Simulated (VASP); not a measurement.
# Ga (Fd-3m) in VASP: single point with PBE

Aim: the single point of Ga with PBE.

Everything below comes from runs of VASP 6.6.1. Logs are shortened: lines on timing, memory, paths and dates and some standing lists are left out, and cuts for length are marked.

## Step 1: The cell of the first run

The structure is cubic, space group Fd-3m (No. 227). The conventional cell has a = 5.881 Å, b = 5.881 Å, c = 5.881 Å, α = 90.00°, β = 90.00°, γ = 90.00°. Within 3.4 Å of Ga (site symmetry -43m) lie 4 Ga at 2.55 Å.

## Step 2: Single point, PBE

Contents of INCAR:

```
SYSTEM = Ga
PREC = Accurate
ENCUT = 520
EDIFF = 1E-6
ISMEAR = -1
SIGMA = 0.1
LREAL = .False.
LASPH = .True.
NELM = 100
ALGO = Normal
ISIF = 2
LWAVE = .False.
LCHARG = .False.
GGA = PE
NBANDS = 20
```

Contents of KPOINTS:

```
Automatic mesh
0
Gamma
  5 5 5
  0 0 0
```

Contents of POSCAR:

```
Ga
1.0
    0.0000000000      2.9406016121      2.9406016121
    2.9406016121      0.0000000000      2.9406016121
    2.9406016121      2.9406016121      0.0000000000
Ga
2
Direct
    0.1250000000      0.1250000000      0.1250000000
    0.8750000000      0.8750000000      0.8750000000
```

Potentials or basis: VASP PAW PBE potentials, release 64 (Ga_d).

Run with:

```console
$ cat potpaw_PBE.64/Ga_d/POTCAR > POTCAR
$ mpirun -np 1 vasp_std > vasp.out
```

OUTCAR:

```text
SYSTEM = Ga
   PREC = Accurate
   ENCUT = 520
   EDIFF = 1E-6
   ISMEAR = -1
   LREAL = .False.
   LASPH = .True.
   NELM = 100
   ISIF = 2
   GGA = PE

 ion  position               nearest neighbor table
   1  0.125  0.125  0.125-   2 2.55   2 2.55   2 2.55   2 2.55
   2  0.875  0.875  0.875-   1 2.55   1 2.55   1 2.55   1 2.55

  LATTYP: Found a face centered cubic cell.
 ALAT       =     5.8812032242

  Lattice vectors:

 A1 = (   0.0000000000,   2.9406016121,   2.9406016121)
 A2 = (   2.9406016121,   0.0000000000,   2.9406016121)
 A3 = (   2.9406016121,   2.9406016121,   0.0000000000)

Analysis of symmetry for initial positions (statically):
=====================================================================
 Subroutine PRICEL returns:
 Original cell was already a primitive cell.

 Routine SETGRP: Setting up the symmetry group for a
 face centered cubic supercell.

 Subroutine GETGRP returns: Found 48 space group operations
 (whereof 12 operations were pure point group operations)
 out of a pool of 48 trial point group operations.

The static configuration has the point symmetry D_3d.
 The point group associated with its full space group is O_h .

Analysis of symmetry for dynamics (positions and initial velocities):
=====================================================================
 Subroutine PRICEL returns:
 Original cell was already a primitive cell.

 Routine SETGRP: Setting up the symmetry group for a
 face centered cubic supercell.

 Subroutine GETGRP returns: Found 48 space group operations
 (whereof 12 operations were pure point group operations)
 out of a pool of 48 trial point group operations.

The dynamic configuration has the point symmetry D_3d.
 The point group associated with its full space group is O_h .

 Subroutine INISYM returns: Found 48 space group operations
 (whereof 12 operations are pure point group operations),
 and found     1 'primitive' translations

----------------------------------------------------------------------------------------

                                     Primitive cell

  volume of cell :      50.8556

  direct lattice vectors                    reciprocal lattice vectors
     0.000000000  2.940601612  2.940601612    -0.170033233  0.170033233  0.170033233
[... 59 lines left out ...]
   NGX,Y,Z   is equivalent  to a cutoff of  12.79, 12.79, 12.79 a.u.
   NGXF,Y,Z  is equivalent  to a cutoff of  25.58, 25.58, 25.58 a.u.
 SYSTEM =  Ga
   PREC   = accura    normal or accurate (medium, high low for compatibility)
   ISTART =      0    job   : 0-new  1-cont  2-samecut
   ICHARG =      2    charge: 1-file 2-atom 10-const
   ISPIN  =      1    spin polarized calculation?
   LNONCOLLINEAR =      F non collinear calculations
   LSORBIT =      F    spin-orbit coupling
   LASPH  =      T    aspherical Exc in radial PAW
   ENCUT  =  520.0 eV  38.22 Ry    6.18 a.u.   7.73  7.73  7.73*2*pi/ulx,y,z
   NELM   =    100;   NELMIN=  2; NELMDL= -5     # of ELM steps
   EDIFF  = 0.1E-05   stopping-criterion for ELM
   LREAL  =      F    real-space projection
   EDIFFG = 0.1E-04   stopping-criterion for IOM
   NSW    =      0    number of steps for IOM
   IBRION =     -1    ionic relax: 0-MD 1-quasi-New 2-CG
   NFREE  =      0    steps in history (QN), initial steepest desc. (CG)
   ISIF   =      2    stress and relaxation
   ISYM   =      2    0-nonsym 1-usesym 2-fastsym
   POTIM  = 0.5000    time-step for ionic-motion
   TEBEG  =    0.0;   TEEND  =   0.0 temperature during run
   PSTRESS=    0.0 pullay stress
   NELECT =      26.0000    total number of electrons
   NUPDOWN=      -1.0000    fix difference up-down
   EMIN   =  10.00;   EMAX   =-10.00  energy-range for DOS
   EFERMI =   0.00;   METHOD = LEGACY
   ISMEAR =    -1;   SIGMA  =   0.10  broadening in eV -4-tet -1-fermi 0-gaus
   EFERMI_NEDOS =   21; number of points for ismear=-14 and -15
   IALGO  =     38    algorithm
   IMIX   =      4    mixing-type and parameters
     AMIX     =   0.40;   BMIX     =  1.00
     AMIX_MAG =   1.60;   BMIX_MAG =  1.00
  volume/ion in A,a.u.               =      25.43       171.60
  Fermi-wavevector in a.u.,A,eV,Ry     =   1.309041  2.473728 23.314768  1.713587
  Thomas-Fermi vector in A             =   2.439666
   LORBIT       =      0    0 simple, 1 ext, 2 COOP (PROOUT), +10 PAW based schemes
   GGA     = PE    functional components
[... 5 lines left out ...]
 non-spin polarized calculation
  energy-cutoff  :      520.00
  volume of cell :       50.86
 maximum number of plane-waves:      1386
   NGX = 15   NGY = 15   NGZ = 15

 number of electron      26.0000010 magnetization

 Free energy of the ion-electron system (eV)
  ---------------------------------------------------
  ext. energy  EPLUGINS =         0.00000000
  ---------------------------------------------------
  free energy    TOTEN  =        -5.29996746 eV

  energy without entropy =       -5.24396893  energy(sigma->0) =       -5.27196819

 E-fermi :   2.3703     XC(G=0):  -9.2950

 val. band max:        2.2888253904   @ k =   0.4000   0.2000   0.0000
 cond. band min:       2.3885901435   @ k =  -0.4000   0.4000   0.0000
 fundamental gap:      0.0997647530
 Fermi energy:         2.3702648673

 k-point     1 :       0.0000    0.0000    0.0000
  band No.  band energies     occupation
      1     -12.1816      2.00000
      2     -12.1816      2.00000
      3     -12.1816      2.00000
      4     -12.1414      2.00000
      5     -12.1414      2.00000
      6     -11.8385      2.00000
[... 219 lines left out ...]
     19      13.4184      0.00000
     20      14.6761      0.00000

------------------------ aborting loop because EDIFF is reached ----------------------------------------

  FORCE on cell =-STRESS in cart. coord.  units (eV):
  Direction    XX          YY          ZZ          XY          YZ          ZX
  --------------------------------------------------------------------------------------
  -------------------------------------------------------------------------------------
  Total        0.2045792      0.2045792      0.2045792      0.0000000      0.0000000      0.0000000
  in kB        6.4451567      6.4451567      6.4451567      0.0000000      0.0000000      0.0000000
  external PRESSURE =       6.4451567 kB  Pullay stress =       0.0000000 kB

 VOLUME and BASIS-vectors are now :
 -----------------------------------------------------------------------------
  energy-cutoff  :      520.00
  volume of cell :       50.86
      direct lattice vectors                 reciprocal lattice vectors
     0.000000000  2.940601612  2.940601612    -0.170033233  0.170033233  0.170033233
     2.940601612  0.000000000  2.940601612     0.170033233 -0.170033233  0.170033233
     2.940601612  2.940601612  0.000000000     0.170033233  0.170033233 -0.170033233

 POSITION                                       TOTAL-FORCE (eV/Angst)
 -----------------------------------------------------------------------------------
      0.73515      0.73515      0.73515         0.000000     -0.000000     -0.000000
      5.14605      5.14605      5.14605        -0.000000      0.000000      0.000000
 -----------------------------------------------------------------------------------
    total drift:                                0.000000      0.000000     -0.000000

  FREE ENERGIE OF THE ION-ELECTRON SYSTEM (eV)
  ---------------------------------------------------
  free  energy   TOTEN  =        -5.2999674589 eV

  energy  without entropy=       -5.2439689280  energy(sigma->0) =       -5.27196819
```

It took 12 s on 1 thread of Intel Xeon 8259CL, shared host; peak memory 0.17 GiB.

Results:

```
Free energy            : -5.3000 eV
Pressure               : 0.6 GPa
Band gap on the k mesh : zero (band 13 reaches 5.30 eV, above the bottom of band 14 at 2.00 eV)
```

Levels at points of the mesh, in eV from the Fermi level:
| k point | band 10 | band 11 | band 12 | band 13 | band 14 | band 15 | band 16 | band 17 |
| --- | --- | --- | --- | --- | --- | --- | --- | --- |
| (0.00, 0.00, 0.00) | -14.16 | -9.11 | 2.93 | 2.93 | 2.93 | 3.57 | 4.97 | 4.97 |

Caveat: the k points lie up to 0.37 Å⁻¹ apart.
